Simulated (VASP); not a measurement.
Input of a VASP 6.6.1 run:

File INCAR:

```
  PREC = Accurate
  ENCUT = 520
  EDIFF = 1E-8
  ISMEAR = -1
  SIGMA = 0.05
  LREAL = False
  LASPH = True
  NELM = 100
  ALGO = Normal
  ISIF = 2
  LWAVE = False
  LCHARG = False
  GGA = PE
  LEFG = True
  NBANDS = 18
```

KPOINTS

```
Automatic mesh
0
Gamma
  12 12 12
```

File POSCAR:

```
ZnAu
1.0
    3.1985993349      0.0000000000      0.0000000000
    0.0000000000      3.1985993349      0.0000000000
    0.0000000000      0.0000000000      3.1985993349
Zn Au
1 1
Direct
    0.5000000000      0.5000000000      0.5000000000
    0.0000000000      0.0000000000      0.0000000000
```

Potentials or basis: VASP PAW PBE potentials, release 64 (Zn, Au).

Command:

```sh
$ cat potpaw_PBE.64/Zn/POTCAR potpaw_PBE.64/Au/POTCAR > POTCAR
$ mpirun -np 1 vasp_std > vasp.out
```

(1) Predict the pressure.

(2) What does it give for the band gap on the k mesh?

Results:

(1) -1.2 GPa.

(2) zero (an odd number of electrons rules out a gap without spin polarisation).

Caveat: spin-orbit coupling is left out, which moves the levels of the heavy elements.
